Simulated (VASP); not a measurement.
Input of a VASP 6.6.1 run:

File INCAR:

```
SYSTEM = AlN
  PREC = Accurate
  ENCUT = 600
  EDIFF = 1E-6
  ISMEAR = 0
  SIGMA = 0.1
  LREAL = .FALSE.
  LASPH = .TRUE.
  NELM = 120
  ALGO = Normal
  ISIF = 2
  LWAVE = .FALSE.
  LCHARG = .TRUE.
  GGA = PS
  IVDW = 12
  LELF = .TRUE.
  LVHAR = .TRUE.
  NBANDS = 11
  GGA_COMPAT = .FALSE.
```

Contents of KPOINTS:

```
Automatic mesh
0
G
  8 8 8
  0 0 0
```

The input POSCAR:

```
AlN
1.0
    0.0000000000      2.0345180000      2.0345180000
    2.0345180000      0.0000000000      2.0345180000
    2.0345180000      2.0345180000      0.0000000000
Al N
1 1
Direct
    0.5000000000      0.5000000000      0.5000000000
    0.0000000000      0.0000000000      0.0000000000
```

Potentials or basis: VASP PAW PBE potentials, release 64 (Al, N).

The run is started by

```console
$ cat potpaw_PBE.64/Al/POTCAR potpaw_PBE.64/N/POTCAR > POTCAR
$ mpirun -np 1 vasp_std > vasp.out
```

Question: Estimate the pressure.

Answer: -10.1 GPa.

Question: Predict the band gap on the k mesh.

Answer: 4.37 eV, indirect (least direct gap 5.40 eV).

Question: Predict the dispersion energy per atom.

Answer: -0.281 eV.

Caveat: the PAW data sets were made with another functional, which shifts forces and pressure a little. A k mesh can miss the band edges.
